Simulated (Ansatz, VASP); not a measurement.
# One calculation of Ge, two programs

File INCAR:

```
PREC = Accurate ; ENCUT = 520
EDIFF = 1E-6 ; ISMEAR = 0
SIGMA = 0.1 ; LREAL = False
LASPH = True ; NELM = 60
ALGO = Normal ; ISIF = 2
LWAVE = False ; LCHARG = False
GGA = PE ; NBANDS = 51
```

Contents of KPOINTS:

```
regular mesh
0
Gamma
  4 4 6
```

Contents of POSCAR:

```
Ge
1.0
    6.3215242300      0.0000000000      0.0000000000
    0.0000000000      6.3215242300      0.0000000000
    0.0000000000      0.0000000000      2.5053997800
Ge
6
Direct
    0.5000000000      0.5000000000      0.0000000000
    0.0000000000      0.0000000000      0.0000000000
    0.8631799800      0.6368200200      0.0000000000
    0.1368200200      0.3631799800      0.0000000000
    0.6368200200      0.1368200200      0.0000000000
    0.3631799800      0.8631799800      0.0000000000
```

Input for Ansatz:

```yaml
crystal:
  lattice:
    - [6.32152423, 0.0, 0.0]
    - [0.0, 6.32152423, 0.0]
    - [0.0, 0.0, 2.50539978]
  atoms:
    - { symbol: Ge, position: [0.5, 0.5, 0.0] }
    - { symbol: Ge, position: [0.0, 0.0, 0.0] }
    - { symbol: Ge, position: [0.86317998, 0.63682002, 0.0] }
    - { symbol: Ge, position: [0.13682002, 0.36317998, 0.0] }
    - { symbol: Ge, position: [0.63682002, 0.13682002, 0.0] }
    - { symbol: Ge, position: [0.36317998, 0.86317998, 0.0] }
basis:
  ecutwfc: 420
kpoints:
  mp_grid: { grid: [4, 4, 6] }
hamiltonian:
  xc: pbe
scf:
  occupations: { method: gaussian, width: 0.1 }
  lower_state_search: "off"
output:
  forces: true
  stress: true
  eigenvalues: true
```

Alike in both runs: task single point; functional PBE; k mesh 4 × 4 × 6; occupations gaussian, width 0.1 eV; no spin polarisation.

|  | VASP | Ansatz |
| --- | --- | --- |
| version | VASP 6.6.1 | Ansatz 0.2.0 |
| potentials or method | VASP PAW PBE potentials, release 64 (Ge_d), cutoff 520 eV | scalar-relativistic, plane waves, PAW |
| valence electrons in the cell | 84 | 84 |

Ansatz gave:

```
gap on the k mesh at the Fermi level (eV)                     : none
pressure (GPa)                                                : 24.5
traceless stress, the component that is largest in VASP (GPa) : 5.95
rms of the force components (eV/Å)                            : 0.030
```

**Question.** Estimate VASP's values.

**Answer.** gap on the k mesh at the Fermi level (eV): none; pressure (GPa): 24.5; traceless stress, the component that is largest in VASP (GPa): 5.97; rms of the force components (eV/Å): 0.031.

Atom by atom the forces differ by 0.001 eV/Å (rms over components). A gap of «none» marks a metal or a gap that the smearing closes. The functional is the same, so the differences come from potentials, cutoffs and numerics.

The k mesh is coarse, so the values compare programs but aren't converged.
